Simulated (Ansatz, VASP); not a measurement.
**Two plane-wave programs on As**

```
As
1.0
     0.00000    2.87445    2.87445
     2.87445    0.00000    2.87445
     2.87445    2.87445    0.00000
As
2
Direct
  0.80750 0.89750 0.89750
  0.19250 0.10250 0.10250
```

Change from the starting cell: shortest bond scaled by 0.82, PAW files.

Alike in both runs: task electric field gradients; functional LDA; k mesh 9 × 9 × 9; occupations fermi-dirac, width 0.05 eV; no spin polarisation.

|  | VASP | Ansatz |
| --- | --- | --- |
| version | VASP 6.6.1 | Ansatz 0.2.0 |
| potentials or method | VASP PAW LDA potentials, release 64 (As) | PAW with Ansatz's default frozen-core files, scalar-relativistic |
| plane-wave cutoff (eV) | 520 | 420 |
| valence electrons in the cell | 10 | 30 |

VASP gave:

```
pressure (GPa)                                                : 15.4
traceless stress, the component that is largest in VASP (GPa) : -12.98
rms of the force components (eV/Å)                            : 2.894
size of Vzz on the site where it differs most (V/Å²)          : 73.7
```

**Question.** Estimate Ansatz's values.

**Answer.** Pressure (GPa): 14.7; traceless stress, the component that is largest in VASP (GPa): -12.40; rms of the force components (eV/Å): 2.777; size of Vzz on the site where it differs most (V/Å²): 58.0.

LDA's correlation is that of Perdew and Zunger in VASP and of Perdew and Wang (1992) in Ansatz. Atom by atom the forces differ by 0.117 eV/Å (rms over components). VASP's potentials hold 10 valence electrons a cell and Ansatz's 30, so a difference there can come from the potentials and not from the codes.
